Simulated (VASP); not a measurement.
Input of a VASP 6.6.1 run:

Contents of POSCAR:

```
Si2W
1.0
    3.1873240665      0.0000000000      0.0000000000
    0.0000000000      3.1873240665      0.0000000000
    0.0000000000      0.0000000000      8.1558239246
Si W
4 2
Direct
    0.0000000000      0.0000000000      0.3359147701
    0.5000000000      0.5000000000      0.1640852299
    0.5000000000      0.5000000000      0.8359147701
    0.0000000000      0.0000000000      0.6640852299
    0.0000000000      0.0000000000      0.0000000000
    0.5000000000      0.5000000000      0.5000000000
```

Contents of INCAR.step1:

```
SYSTEM = Si2W
PREC = Accurate
ENCUT = 520
ISMEAR = 0
SIGMA = 0.1
LREAL = .False.
LASPH = .True.
NELM = 100
NBANDS = 31
GGA = PE
ALGO = Normal
EDIFF = 1E-4
LWAVE = .True.
LCHARG = .False.
```

The input INCAR.step2:

```
SYSTEM = Si2W
PREC = Accurate
ENCUT = 520
EDIFF = 1E-7
ISMEAR = 0
SIGMA = 0.1
LREAL = .False.
LASPH = .True.
NELM = 100
ALGO = Normal
ISIF = 2
LWAVE = .False.
LCHARG = .True.
METAGGA = R2SCAN
LMIXTAU = .True.
LELF = .True.
LVHAR = .True.
NBANDS = 31
ISTART = 1
```

KPOINTS

```
Automatic mesh
0
Gamma
  12 12 6
  0 0 0
```

Potentials or basis: VASP PAW PBE potentials, release 64 (Si, W_sv).

Command:

```bash
$ cat potpaw_PBE.64/Si/POTCAR potpaw_PBE.64/W_sv/POTCAR > POTCAR
$ cp INCAR.step1 INCAR
$ mpirun -np 1 vasp_std > vasp.out
$ cp INCAR.step2 INCAR
$ mpirun -np 1 vasp_std > vasp.out
```

Problem. What does it give for the pressure?

Solution. -6.4 GPa.

Problem. Predict the band gap on the k mesh.

Solution. Zero (bands 22 and 23 overlap by 1.13 eV).

Stress tensor (GPa, compression positive):
```
  0.34   0.00   0.00
  0.00   0.34   0.00
  0.00   0.00 -19.98
```

Caveat: the cell differs from its parent crystal (uniaxial strain along c: +4.5 %, then relaxed in part); the stress differs along the axes, from -20 to 0 GPa; the PAW data sets were made with another functional, which shifts forces and pressure a little; spin-orbit coupling is left out, which moves the levels of the heavy elements.
